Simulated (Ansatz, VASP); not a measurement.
# C in VASP and in Ansatz

```
C
1.0
    -2.42650    2.42649    2.42636
     2.42614   -2.42650    2.42601
     4.85266    4.85302   -0.00037
C
16
Cartesian
  -0.7893 0.7892 0.7895
  1.6368 3.2158 3.2152
  1.6368 1.6372 1.6369
  4.0632 4.0639 4.0626
  0.7891 -0.7894 0.7894
  3.2154 1.6373 3.2151
  0.7891 0.7894 4.0632
  3.2154 3.2156 1.6365
  1.6370 -1.6372 1.6369
  1.6369 3.2158 1.6367
  0.7891 0.7891 0.7893
  3.2154 3.2159 3.2151
  -1.6370 1.6373 1.6371
  3.2154 1.6372 1.6366
  1.6369 1.6374 3.2155
  4.0632 4.0636 0.7888
```

Change from the starting cell: atom 4 moved 0.06 Å; relaxed back.

Alike in both runs: functional PBEsol; k mesh 6 × 6 × 4; occupations gaussian, width 0.05 eV; no spin polarisation.

Ansatz relaxed the structure, and its values are those at the end. VASP's run is a single point on that final structure, the one shown.

|  | VASP | Ansatz |
| --- | --- | --- |
| version | VASP 6.6.1 | Ansatz 0.2.0 |
| potentials or method | VASP PAW PBE potentials, release 64 (C), cutoff 520 eV | scalar-relativistic, plane waves, PAW |
| valence electrons in the cell | 64 | 64 |

```tsv
	VASP	Ansatz	Ansatz less VASP
gap on the k mesh at the Fermi level (eV)	2.90	2.90	+0.007
least direct gap on the mesh (eV)	3.70	3.70	+0.004
pressure (GPa)	0.8	0.0	-0.76
rms of the force components (eV/Å)	0.021	0.002	-0.0189
```

VASP's potentials were made for PBE, not for PBEsol.
